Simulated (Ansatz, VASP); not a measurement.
This is a calculation of Co for VASP 6.6.1.

Contents of INCAR:

```
SYSTEM = Co
PREC = Accurate ; ENCUT = 520
EDIFF = 1E-6 ; ISMEAR = -1
SIGMA = 0.05 ; LREAL = .False.
LASPH = .True. ; NELM = 150
ALGO = Normal ; ISIF = 2
LWAVE = .False. ; LCHARG = .False.
ISPIN = 2 ; MAGMOM = 2.5
LORBIT = 11 ; NUPDOWN = 2.5
LMAXMIX = 4 ; GGA = PE
NBANDS = 14
```

KPOINTS

```
regular mesh
0
Gamma
  11 11 11
  0 0 0
```

Contents of POSCAR:

```
Co
1.0
   -1.4145745000      1.3929095500      1.3921574700
    1.4429802800     -1.3751271500      1.4027808400
    1.4112696000      1.3718222500     -1.3743750600
Co
1
Direct
    0.0000000000      0.0000000000      0.0000000000
```

Potentials or basis: VASP PAW PBE potentials, release 64 (Co).

Command:

```bash
$ cat potpaw_PBE.64/Co/POTCAR > POTCAR
$ mpirun -np 1 vasp_std > vasp.out
```

**Question.** Set up the same calculation for Ansatz 0.2.0. Potentials there: Ansatz PAW.

**Answer.** As run (the cutoff follows the program's own potentials):

input.yaml

```yaml
crystal:
  lattice:
    - [-1.4145745, 1.39290955, 1.39215747]
    - [1.44298028, -1.37512715, 1.40278084]
    - [1.4112696, 1.37182225, -1.37437506]
  atoms:
    - { symbol: Co, position: [0.0, 0.0, 0.0], spin: 2.5 }
hamiltonian:
  xc: pbe
  pseudopotentials: { kind: paw }
magnetization:
  spin_polarized: true
  initial_magnetization: 2.5
  spin_locking: { lock_magnetization: hard }
kpoints:
  mp_grid: { grid: [11, 11, 11] }
scf:
  occupations: { method: fermi_dirac, width: 0.05 }
  lower_state_search: "off"
output:
  forces: true
  stress: true
  eigenvalues: true
```

Potentials or basis: Ansatz PAW.

Command:

```console
$ ansatz run input.yaml --threads 2 --pin off --max-ram 5632MiB --backend cpu --events-out ev --progress --plain --runs-dir out
```

Both were run:

|  | VASP | Ansatz | Ansatz less VASP |
| --- | --- | --- | --- |
| pressure (GPa) | 17.1 | 17.9 | +0.79 |
| traceless stress, the component that is largest in VASP (GPa) | -3.18 | -3.23 | -0.048 |
| net moment per atom (μB) | 2.50 | 2.50 | 0.000 |
| size of the moment on the site where the two differ most (μB) | 2.44 | 2.42 | -0.021 |

Site moments also hang on the region over which each program counts them. VASP's potentials hold 9 valence electrons a cell and Ansatz's 17, so a difference there can come from the potentials and not from the codes.
